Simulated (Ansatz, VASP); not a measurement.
One calculation of AlCr2C, two programs

Contents of INCAR:

```
PREC = Accurate
ENCUT = 600
EDIFF = 1E-6
ISMEAR = 0
SIGMA = 0.1
LREAL = False
LASPH = True
NELM = 100
ALGO = Normal
ISIF = 3
LWAVE = False
LCHARG = False
GGA = PE
IBRION = 2
NSW = 100
EDIFFG = -0.002
```

The input KPOINTS:

```
regular mesh
0
Gamma
  15 15 4
```

The input POSCAR:

```
AlCr2C
1.0
    2.8251010646      0.0000000000      0.0000000000
   -1.4125505323      2.4466092902      0.0000000000
    0.0000000000      0.0000000000     12.6013736800
Al Cr C
2 4 2
Direct
    0.6666666700      0.3333333300      0.2500000000
    0.3333333300      0.6666666700      0.7500000000
    0.3333333300      0.6666666700      0.4149411600
    0.6666666700      0.3333333300      0.9149411600
    0.6666666700      0.3333333300      0.5850588400
    0.3333333300      0.6666666700      0.0850588400
    0.0000000000      0.0000000000      0.5000000000
    0.0000000000      0.0000000000      0.0000000000
```

Input for Ansatz:

```yaml
crystal:
  lattice:
    - [2.8251010646, 0.0, 0.0]
    - [-1.4125505323, 2.4466092902, 0.0]
    - [0.0, 0.0, 12.60137368]
  atoms:
    - { symbol: Al, position: [0.66666667, 0.33333333, 0.25] }
    - { symbol: Al, position: [0.33333333, 0.66666667, 0.75] }
    - { symbol: Cr, position: [0.33333333, 0.66666667, 0.41494116] }
    - { symbol: Cr, position: [0.66666667, 0.33333333, 0.91494116] }
    - { symbol: Cr, position: [0.66666667, 0.33333333, 0.58505884] }
    - { symbol: Cr, position: [0.33333333, 0.66666667, 0.08505884] }
    - { symbol: C, position: [0.0, 0.0, 0.5] }
    - { symbol: C, position: [0.0, 0.0, 0.0] }
basis:
  ecutwfc: 420
kpoints:
  mp_grid: { grid: [15, 15, 4] }
hamiltonian:
  xc: pbe
scf:
  occupations: { method: gaussian, width: 0.1 }
  mixing: { beta: 0.2 }
  n_extra_bands: 16
output:
  forces: true
  stress: true
  eigenvalues: true
  write_density: true
  write_potential: true
  elf: true
  volumetric_format: npy
relax:
  adjacent_minimum: "off"
  f_tol: 0.002
  max_steps: 80
  cell: { stress_tol: 0.02 }
```

Alike in both runs: task relaxation of cell and atoms; functional PBE; k mesh 15 × 15 × 4; occupations gaussian, width 0.1 eV; no spin polarisation.

```csv
,VASP,Ansatz
version,VASP 6.6.1,Ansatz 0.2.0
potentials or method,"VASP PAW PBE potentials, release 64 (Al, Cr_pv, C), cutoff 600 eV","scalar-relativistic, plane waves, PAW"
valence electrons in the cell,62,70
```

|  | VASP | Ansatz | Ansatz less VASP |
| --- | --- | --- | --- |
| gap on the k mesh at the Fermi level, each at its own relaxed structure (eV) | none | none | - |
| relaxed volume (Å³/atom) | 11.09 | 11.10 | +0.007 |
| relaxed cell length with the largest relative difference (Å) | 12.690 | 12.699 | +0.0089 |

A gap of «none» marks a metal or a gap that the smearing closes. VASP's potentials hold 62 valence electrons a cell and Ansatz's 70, so a difference there can come from the potentials and not from the codes.
